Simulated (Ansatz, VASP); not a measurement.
**Two plane-wave programs on Sc3Ta**

```xyz
4
Lattice="4.2256 0.0000 0.0000 -2.1128 3.6594 0.0000 0.0000 0.0000 4.8453" Properties=species:S:1:pos:R:3 pbc="T T T"
Sc    0.0000    0.0000    0.0000
Sc    0.0000    2.4396    2.4227
Sc    2.1128    1.2198    2.4227
Ta    0.0000    0.0000    2.4227
```

Alike in both runs: task relaxation of cell and atoms; functional PBE; k mesh 6 × 6 × 4; occupations gaussian, width 0.1 eV; no spin polarisation.

```csv
,VASP,Ansatz
version,VASP 6.6.1,Ansatz 0.2.0
potentials or method,"VASP PAW PBE potentials, release 64 (Sc_sv, Ta_pv), cutoff 600 eV","scalar-relativistic, plane waves, PAW"
valence electrons in the cell,44,46
```

```csv
,VASP,Ansatz,Ansatz less VASP
"gap on the k mesh at the Fermi level, each at its own relaxed structure (eV)",none,none,-
relaxed volume (Å³/atom),28.79,28.57,-0.224
relaxed length of the cell vector where the two differ most in proportion (Å),5.077,5.063,-0.0138
```

A gap of «none» marks a metal or a gap that the smearing closes. VASP's potentials hold 44 valence electrons a cell and Ansatz's 46, so a difference there can come from the potentials and not from the codes.

Spin-orbit coupling is off throughout. Noted on VASP's run: the volume moved by over 15 % at a fixed basis, so the end points are rough.
